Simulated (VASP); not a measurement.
# H7C16F in VASP: further runs, part 3 of 3

VASP 6.6.1. Earlier steps stand in the parts before.

## (5) Single point, PBE

Input file INCAR:

```
PREC = Accurate ; ENCUT = 520
EDIFF = 1E-6 ; ISMEAR = 0
SIGMA = 0.05 ; LREAL = Auto
LASPH = True ; NELM = 60
ALGO = Normal ; ISIF = 2
LWAVE = False ; LCHARG = False
GGA = PE ; NBANDS = 57
```

Input file KPOINTS:

```
regular mesh
0
Gamma
  3 3 1
```

Input file POSCAR:

```
H7C16F
1.0
    5.0487420000      0.0000000000      0.0000000000
    2.5243710000      4.3723390000      0.0000000000
    0.0000000000      0.0000000000     16.7764260000
H C F
7 16 1
Direct
    0.1666667848      0.1666666285      0.0596075112
    0.6666667848      0.1666666285      0.0596075112
    0.1666666285      0.6666667429      0.0596075112
    0.6666666285      0.6666667429      0.0596075112
    0.0024637590      0.4900646999      0.3453945435
    0.5097994920      0.4843233793      0.3454622576
    0.9524082112      0.0057914082      0.3621012604
    0.1666667848      0.1666666285      0.1251757079
    0.6666667848      0.1666666285      0.1251757079
    0.1666666285      0.6666667429      0.1251757079
    0.6666666285      0.6666667429      0.1251757079
   -0.1666666285      0.3333332571      0.1558904739
    0.3333333715      0.3333332571      0.1558904739
   -0.1666667848      0.8333333715      0.1558904739
    0.3333332152      0.8333333715      0.1558904739
   -0.1633103552      0.3261069190      0.2490180566
    0.3360603859      0.3277774207      0.2497618980
   -0.1626991631      0.8283097445      0.2523157197
    0.3338481706      0.8285599538      0.2530190280
    0.0017754376     -0.0043427557      0.2770003575
    0.5045299026     -0.0086910004      0.2648703007
    0.0022444333      0.4910591333      0.2798078089
    0.5061865769      0.4912132842      0.2799211823
    0.8533128110      0.0389834823      0.4213424838
```

Potentials or basis: VASP PAW PBE potentials, release 64 (H, C, F).

Started as:

```console
cat potpaw_PBE.64/H/POTCAR potpaw_PBE.64/C/POTCAR potpaw_PBE.64/F/POTCAR > POTCAR
mpirun -np 1 vasp_std > vasp.out
```

OUTCAR:

```text
PREC = Accurate
   ENCUT = 520
   EDIFF = 1E-6
   ISMEAR = 0
   LREAL = Auto
   LASPH = True
   NELM = 60
   ISIF = 2
   GGA = PE

 ion  position               nearest neighbor table
   1  0.167  0.167  0.060-   8 1.10
   2  0.667  0.167  0.060-   9 1.10
   3  0.167  0.667  0.060-  10 1.10
   4  0.667  0.667  0.060-  11 1.10
   5  0.002  0.490  0.345-  22 1.10
   6  0.510  0.484  0.345-  23 1.10
   7  0.952  0.006  0.362-  24 1.09  20 1.45
   8  0.167  0.167  0.125-   1 1.10  13 1.55  15 1.55  12 1.55
   9  0.667  0.167  0.125-   2 1.10  12 1.55  14 1.55  13 1.55
  10  0.167  0.667  0.125-   3 1.10  15 1.55  14 1.55  13 1.55
[... 509 lines left out ...]
  in kB        7.9611602      2.7202704     -9.3010281     -0.1041336      0.1325364     -0.2910551
  external PRESSURE =       0.4601342 kB  Pullay stress =       0.0000000 kB

 VOLUME and BASIS-vectors are now :
 -----------------------------------------------------------------------------
  energy-cutoff  :      520.00
  volume of cell :      370.34
      direct lattice vectors                 reciprocal lattice vectors
     5.048742000  0.000000000  0.000000000     0.198069143 -0.114355268  0.000000000
     2.524371000  4.372339000  0.000000000     0.000000000  0.228710537  0.000000000
     0.000000000  0.000000000 16.776426000     0.000000000  0.000000000  0.059607452

 POSITION                                       TOTAL-FORCE (eV/Angst)
 -----------------------------------------------------------------------------------
      1.26219      0.72872      1.00000         0.016730     -0.036434     -0.130234
      3.78656      0.72872      1.00000        -0.016263     -0.036539     -0.125382
      2.52437      2.91489      1.00000        -0.000552      0.049134     -0.092108
      5.04874      2.91489      1.00000         0.002355      0.040009     -0.130920
      1.24954      2.14273      5.79449         0.000228     -0.002059      0.025714
      3.79646      2.11763      5.79562         0.000345     -0.003455      0.025583
[... 16 lines left out ...]
      3.79561      2.14775      4.69608        -0.003437      0.009322      0.013082
      4.40657      0.17045      7.06862        -0.059836      0.019595      0.135402
 -----------------------------------------------------------------------------------
    total drift:                               -0.002208      0.031268     -0.059123

  FREE ENERGIE OF THE ION-ELECTRON SYSTEM (eV)
  ---------------------------------------------------
  free  energy   TOTEN  =      -172.2294662275 eV

  energy  without entropy=     -172.2294652210  energy(sigma->0) =     -172.22946572
```

stdout:

```text
POSCAR found type information on POSCAR H C F
 POSCAR found :  3 types and      24 ions
 scaLAPACK will be used
 LDA part: xc-table for (Slater+PW92), standard interpolation
 POSCAR, INCAR and KPOINTS ok, starting setup
 FFT: planning ... GRIDC
 FFT: planning ... GRID_SOFT
 FFT: planning ... GRID
 WAVECAR not read
 entering main loop
```

Wall time 3.9 min (1 thread of Intel Xeon Platinum 8488C (Sapphire Rapids), shared host); peak memory 0.47 GiB.

Results:

* Free energy: -172.2295 eV
* Largest force: 1.550 eV/Å
* Band gap on the k mesh: 0.30 eV, indirect (least direct gap 0.57 eV)

Forces on the atoms (eV/Å):
```
H    0.017 -0.036 -0.130
H   -0.016 -0.037 -0.125
H   -0.001  0.049 -0.092
H    0.002  0.040 -0.131
H    0.000 -0.002  0.026
H    0.000 -0.003  0.026
H    0.061 -0.024 -0.151
C   -0.065  0.019  1.249
C    0.064  0.028  1.245
C    0.014 -0.042  1.549
C   -0.015 -0.099  1.168
C   -0.004  0.043 -0.665
C   -0.005  0.051 -1.284
C   -0.220 -0.016 -1.477
C    0.233 -0.017 -1.438
C    0.001 -0.004  0.005
C    0.001  0.022  0.010
C    0.008 -0.014 -0.011
C   -0.018 -0.009 -0.006
C    0.004  0.017  0.053
C    0.001  0.001  0.018
C    0.001  0.004  0.014
C   -0.003  0.009  0.013
F   -0.060  0.020  0.135
```

Caveat: the k points lie up to 0.48 Å⁻¹ apart.

## (6) Single point, PBE

Input file INCAR:

```
SYSTEM = H7C16F
  PREC = Accurate
  ENCUT = 520
  EDIFF = 1E-7
  ISMEAR = 0
  SIGMA = 0.05
  LREAL = Auto
  LASPH = .TRUE.
  NELM = 100
  ALGO = Normal
  ISIF = 2
  LWAVE = .FALSE.
  LCHARG = .FALSE.
  GGA = PE
  NBANDS = 57
```

Input file KPOINTS:

```
Automatic mesh
0
G
  3 3 1
  0 0 0
```

Input file POSCAR:

```
H7C16F
1.0
    5.0487420000      0.0000000000      0.0000000000
    2.5243710000      4.3723390000      0.0000000000
    0.0000000000      0.0000000000     16.7764260000
H C F
7 16 1
Direct
    0.1666667848      0.1666666285      0.0596075112
    0.6666667848      0.1666666285      0.0596075112
    0.1666666285      0.6666667429      0.0596075112
    0.6666666285      0.6666667429      0.0596075112
    0.0029207298      0.4891107483      0.3454259566
    0.5098955569      0.4844224110      0.3454667281
    0.9581208382      0.0070049463      0.3630704180
    0.1666667848      0.1666666285      0.1251757079
    0.6666667848      0.1666666285      0.1251757079
    0.1666666285      0.6666667429      0.1251757079
    0.6666666285      0.6666667429      0.1251757079
   -0.1666666285      0.3333332571      0.1558904739
    0.3333333715      0.3333332571      0.1558904739
   -0.1666667848      0.8333333715      0.1558904739
    0.3333332152      0.8333333715      0.1558904739
   -0.1632017282      0.3259799846      0.2489967768
    0.3361716021      0.3275704377      0.2497148081
   -0.1626124387      0.8282052238      0.2524680167
    0.3340233960      0.8283465669      0.2529933372
    0.0020135561     -0.0045931937      0.2768106866
    0.5045896454     -0.0089027864      0.2648974817
    0.0024457349      0.4908260773      0.2798376722
    0.5063070324      0.4909482087      0.2799200497
    0.8703019627      0.0423000138      0.4229790064
```

Potentials or basis: VASP PAW PBE potentials, release 64 (H, C, F).

Started as:

```console
cat potpaw_PBE.64/H/POTCAR potpaw_PBE.64/C/POTCAR potpaw_PBE.64/F/POTCAR > POTCAR
mpirun -np 1 vasp_std > vasp.out
```

It took 3.7 min on 1 thread of Intel Xeon Platinum 8488C (Sapphire Rapids), shared host; peak memory 0.46 GiB.

It converged, with:

```
Free energy            : -172.2270 eV
Largest force          : 1.546 eV/Å
Band gap on the k mesh : 0.29 eV, indirect (least direct gap 0.56 eV)
```

Forces on the atoms (eV/Å):
```
H    0.016 -0.037 -0.129
H   -0.016 -0.038 -0.125
H   -0.002  0.051 -0.092
H    0.003  0.041 -0.129
H    0.001 -0.002  0.025
H    0.001 -0.004  0.026
H    0.054 -0.031 -0.162
C   -0.063  0.020  1.251
C    0.062  0.028  1.250
C    0.013 -0.043  1.545
C   -0.014 -0.098  1.172
C   -0.002  0.048 -0.678
C   -0.005  0.059 -1.282
C   -0.221 -0.018 -1.475
C    0.229 -0.026 -1.448
C    0.001 -0.011  0.012
C    0.002  0.021  0.013
C    0.012 -0.013 -0.006
C   -0.025 -0.005 -0.008
C    0.010  0.022  0.054
C    0.000 -0.002  0.017
C    0.000  0.004  0.013
C   -0.001  0.011  0.012
F   -0.056  0.022  0.143
```

Levels at points of the mesh, in eV from the valence-band top:
```tsv
k point	band 36	band 37	band 38	band 39	band 40	band 41	band 42	band 43
(0.00, 0.00, 0.00)	-2.31	-1.15	-1.13	-0.35	0.29	2.75	4.93	5.14
```

Caveat: the k points lie up to 0.48 Å⁻¹ apart.
